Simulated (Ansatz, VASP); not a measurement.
## One calculation of Ta4O, two programs

Contents of INCAR:

```
PREC     = Accurate       # precision mode
ENCUT    = 600            # plane-wave cutoff, eV
EDIFF    = 1E-6           # SCF threshold, eV
ISMEAR   = 0              # smearing method
SIGMA    = 0.1            # smearing width, eV
LREAL    = F              # projectors in reciprocal space
LASPH    = T              # aspherical terms in the spheres
NELM     = 100            # most SCF steps
ALGO     = Normal         # electronic algorithm
ISIF     = 3              # what is computed and relaxed
LWAVE    = F              # write WAVECAR
LCHARG   = F              # write CHGCAR
GGA      = PE             # functional
IBRION   = 2              # ionic algorithm
NSW      = 100            # ionic steps
EDIFFG   = -0.01          # ionic threshold
```

KPOINTS

```
regular mesh
0
Gamma
  10 10 10
```

The input POSCAR:

```
Ta4O
1.0
   -2.7635759965      2.7635759965      2.7635759965
    2.7635759965     -2.7635759965      2.7635759965
    2.7635759965      2.7635759965     -2.7635759965
Ta O
4 1
Direct
    0.5000000000      0.5000000000      0.5000000000
    0.0000000000      0.0000000000      0.5000000000
    0.0000000000      0.5000000000      0.0000000000
    0.5000000000      0.0000000000      0.0000000000
    0.0000000000      0.0000000000      0.0000000000
```

Input for Ansatz:

```yaml
crystal:
  lattice:
    - [-2.7635759965, 2.7635759965, 2.7635759965]
    - [2.7635759965, -2.7635759965, 2.7635759965]
    - [2.7635759965, 2.7635759965, -2.7635759965]
  atoms:
    - { symbol: Ta, position: [0.5, 0.5, 0.5] }
    - { symbol: Ta, position: [0.0, 0.0, 0.5] }
    - { symbol: Ta, position: [0.0, 0.5, 0.0] }
    - { symbol: Ta, position: [0.5, 0.0, 0.0] }
    - { symbol: O, position: [0.0, 0.0, 0.0] }
basis:
  ecutwfc: 420
kpoints:
  mp_grid: { grid: [10, 10, 10] }
hamiltonian:
  xc: pbe
scf:
  occupations: { method: gaussian, width: 0.1 }
output:
  forces: true
  stress: true
  eigenvalues: true
  write_density: true
  write_potential: true
  elf: true
  volumetric_format: npy
relax:
  adjacent_minimum: "off"
  f_tol: 0.01
  max_steps: 80
  cell: { stress_tol: 0.05 }
```

Alike in both runs: task relaxation of cell and atoms; functional PBE; k mesh 10 × 10 × 10; occupations gaussian, width 0.1 eV; no spin polarisation.

|  | VASP | Ansatz |
| --- | --- | --- |
| version | VASP 6.6.1 | Ansatz 0.2.0 |
| potentials or method | VASP PAW PBE potentials, release 64 (Ta_pv, O), cutoff 600 eV | scalar-relativistic, plane waves, PAW |
| valence electrons in the cell | 50 | 58 |

Ansatz gave:

* gap on the k mesh at the Fermi level, each at its own relaxed structure (eV): none
* relaxed volume (Å³/atom): 17.05
* relaxed cell length with the largest relative difference (Å): 4.802

Problem. What did VASP give for the same quantities?

Solution. gap on the k mesh at the Fermi level, each at its own relaxed structure (eV): none; relaxed volume (Å³/atom): 17.07; relaxed cell length with the largest relative difference (Å): 4.804.

A gap of «none» marks a metal or a gap that the smearing closes. VASP's potentials hold 50 valence electrons a cell and Ansatz's 58, so a difference there can come from the potentials and not from the codes.

Neither program's run includes spin-orbit coupling.
